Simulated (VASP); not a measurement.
Write the native input for VASP 6.6.1 that does the following.

* Task: single point
* Functional: PBEsol
* Potentials or basis: VASP PAW PBE potentials, release 64 (Pb_d, S)
* Cutoff: 520 eV
* k mesh: 7 × 7 × 7
* Occupations: fermi-dirac, width 0.05 eV
* Spin: no spin polarisation
* Dipole correction: no
* Further INCAR settings: ALGO = Normal; EDIFF = 1e-06; NBANDS = 17

The structure of PbS lies in POSCAR:

```
PbS
1.0
    3.7253175652      0.0000000000      0.0000000000
    0.0000000000      3.7253175652      0.0000000000
    0.0000000000      0.0000000000      3.7253175652
Pb S
1 1
Direct
    0.0000000000      0.0000000000      0.0000000000
    0.5000000000      0.5000000000      0.5000000000
```

The input as run:

INCAR

```
SYSTEM = PbS
  PREC = Accurate
  ENCUT = 520
  EDIFF = 1E-6
  ISMEAR = -1
  SIGMA = 0.05
  LREAL = .False.
  LASPH = .True.
  NELM = 60
  ALGO = Normal
  ISIF = 2
  LWAVE = .False.
  LCHARG = .False.
  GGA = PS
  NBANDS = 17
```

KPOINTS

```
Automatic mesh
0
Gamma
  7 7 7
  0 0 0
```

Potentials or basis: VASP PAW PBE potentials, release 64 (Pb_d, S).

Command:

```console
$ cat potpaw_PBE.64/Pb_d/POTCAR potpaw_PBE.64/S/POTCAR > POTCAR
$ mpirun -np 1 vasp_std > vasp.out
```

It gave:

| Item | Value |
| --- | --- |
| Pressure | -5.9 GPa |
| Band gap on the k mesh | 0.17 eV, indirect (least direct gap 1.19 eV) |

Caveat: the PAW data sets were made with another functional, which shifts forces and pressure a little; spin-orbit coupling is left out, which moves the levels of the heavy elements.

Run time: 31 s on 1 thread of Intel Xeon 8259CL (shared host), peak memory 0.16 GiB.
